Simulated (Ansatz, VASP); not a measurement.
**Two plane-wave programs on Zr3Mn**

The input INCAR:

```
ALGO = Fast
EDIFF = 1E-6
ENCUT = 520
GGA = PE
ISIF = 2
ISMEAR = -1
ISPIN = 2
LASPH = True
LCHARG = True
LELF = True
LMAXMIX = 4
LORBIT = 11
LREAL = False
LVHAR = True
LWAVE = False
MAGMOM = 0 0 0 4
NBANDS = 36
NELM = 150
PREC = Accurate
SIGMA = 0.05
```

File KPOINTS:

```
k-points
0
Gamma
  6 6 6
```

POSCAR

```
Zr3Mn
1.0
    4.2839455624      0.0000000000      0.0000000000
    0.0000000000      4.2839455624      0.0000000000
    0.0000000000      0.0000000000      4.2839455624
Zr Mn
3 1
Direct
    0.5000000000      0.5000000000      0.0000000000
    0.5000000000      0.0000000000      0.5000000000
    0.0000000000      0.5000000000      0.5000000000
    0.0000000000      0.0000000000      0.0000000000
```

Contents of input.yaml:

```yaml
crystal:
  lattice:
    - [4.2839455624, 0.0, 0.0]
    - [0.0, 4.2839455624, 0.0]
    - [0.0, 0.0, 4.2839455624]
  atoms:
    - { symbol: Zr, position: [0.5, 0.5, 0.0] }
    - { symbol: Zr, position: [0.5, 0.0, 0.5] }
    - { symbol: Zr, position: [0.0, 0.5, 0.5] }
    - { symbol: Mn, position: [0.0, 0.0, 0.0], spin: 4.0 }
hamiltonian:
  xc: pbe
  pseudopotentials: { kind: paw }
magnetization:
  spin_polarized: true
kpoints:
  mp_grid: { grid: [6, 6, 6] }
scf:
  occupations: { method: fermi_dirac, width: 0.05 }
output:
  forces: true
  stress: true
  eigenvalues: true
  write_density: true
  write_potential: true
  elf: true
  volumetric_format: npy
```

Alike in both runs: task single point; functional PBE; k mesh 6 × 6 × 6; occupations fermi-dirac, width 0.05 eV; collinear spin.

```csv
,VASP,Ansatz
version,VASP 6.6.1,Ansatz 0.2.0
potentials or method,"VASP PAW PBE potentials, release 64 (Zr_sv, Mn_pv)",Ansatz PAW
plane-wave cutoff (eV),520,420
valence electrons in the cell,49,51
```

```tsv
	VASP	Ansatz	Ansatz less VASP
gap on the k mesh at the Fermi level (eV)	none	none	-
pressure (GPa)	5.8	5.8	-0.03
net moment per atom (μB)	0.77	0.77	-0.003
size of the moment on the site where the two differ most (μB)	3.26	3.37	+0.114
```

Site moments also hang on the region over which each program counts them. A gap of «none» marks a metal or a gap that the smearing closes. VASP's potentials hold 49 valence electrons a cell and Ansatz's 51, so a difference there can come from the potentials and not from the codes.
